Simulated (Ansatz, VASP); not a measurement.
## Two plane-wave programs on Mg5ZrN2

```xyz
8
Lattice="5.7611 0.0000 0.0000 -2.8806 4.9893 0.0000 0.0000 0.0000 5.4135" Properties=species:S:1:pos:R:3 pbc="T T T"
Mg    0.0000    3.3262    0.0000
Mg    2.8806    1.6631    0.0000
Mg    2.8806    0.0000    2.7067
Mg   -1.4403    2.4946    2.7067
Mg    1.4403    2.4946    2.7067
Zr    0.0000    0.0000    0.0000
N     0.0000    0.0000    2.0791
N     0.0000    0.0000    3.3344
```

Alike in both runs: functional PBE; k mesh 4 × 4 × 2; occupations gaussian, width 0.2 eV; no spin polarisation.

Ansatz relaxed the structure, and its values are those at the end. VASP's run is a single point on that final structure, the one shown.

```csv
,VASP,Ansatz
version,VASP 6.6.1,Ansatz 0.2.0
potentials or method,"VASP PAW PBE potentials, release 64 (Mg, Zr_sv, N), cutoff 600 eV","scalar-relativistic, plane waves, PAW"
valence electrons in the cell,32,72
```

```csv
,VASP,Ansatz,Ansatz less VASP
gap on the k mesh at the Fermi level (eV),none,none,-
pressure (GPa),0.1,0.1,+0.06
rms of the force components (eV/Å),0.052,0.001,-0.0506
```

A gap of «none» marks a metal or a gap that the smearing closes. VASP's potentials hold 32 valence electrons a cell and Ansatz's 72, so a difference there can come from the potentials and not from the codes.

The k mesh is coarse, so the values compare programs but aren't converged. Noted on VASP's run: the standard files for N, O and F lose accuracy on very short bonds.
